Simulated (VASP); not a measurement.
**Hg: single point with PBEsol**

The system is Hg.

```
CELL_PARAMETERS angstrom
3.89417 0.00000 0.00000
0.00000 3.89417 0.00000
0.00000 0.00000 3.28259
ATOMIC_POSITIONS crystal
Hg 0.00000 0.00000 0.00000
Hg 0.50000 0.50000 0.50000
```

This cell differs from its parent crystal: biaxial strain in the a-b plane: +3.0 %.

```yaml
Program: VASP 6.6.1
Task: single point
Functional: PBEsol
Potentials_or_basis: VASP PAW PBE potentials, release 64 (Hg)
Cutoff: 520 eV
k_mesh: 12 × 12 × 12
Occupations: gaussian, width 0.1 eV
Spin: no spin polarisation
```

```
Pressure               : -1.0 GPa
Band gap on the k mesh : zero (band 12 reaches 4.32 eV, above the bottom of band 13 at 0.52 eV)
```

Stress tensor (GPa, compression positive):
```
-1.24  0.00  0.00
 0.00 -1.24  0.00
 0.00  0.00 -0.61
```

Levels at points of the mesh, in eV from the Fermi level:
```tsv
k point	band 10	band 11	band 12	band 13	band 14	band 15
(0.00, 0.00, 0.00)	-5.52	-5.38	2.34	2.76	2.76	6.89
(0.50, 0.00, 0.00)	-6.02	-4.98	-4.98	6.92	6.92	7.31
(0.50, 0.50, 0.00)	-5.41	-1.93	-1.93	-1.45	-1.45	11.67
(0.00, 0.00, 0.50)	-6.19	-3.55	-3.55	6.38	6.38	8.16
(0.50, 0.00, 0.50)	-5.38	-0.77	-0.77	-0.68	-0.68	8.58
(0.50, 0.50, 0.50)	-5.71	-0.39	-0.39	2.82	2.82	3.99
```

It took 50 s on 1 thread of Oxide Virtual Turin-like Processor, with other jobs on the host, peak memory 0.23 GiB.

Caveat: the cell differs from its parent crystal (biaxial strain in the a-b plane: +3.0 %); the PAW data sets were made with another functional, which shifts forces and pressure a little; spin-orbit coupling is left out, which moves the levels of the heavy elements.
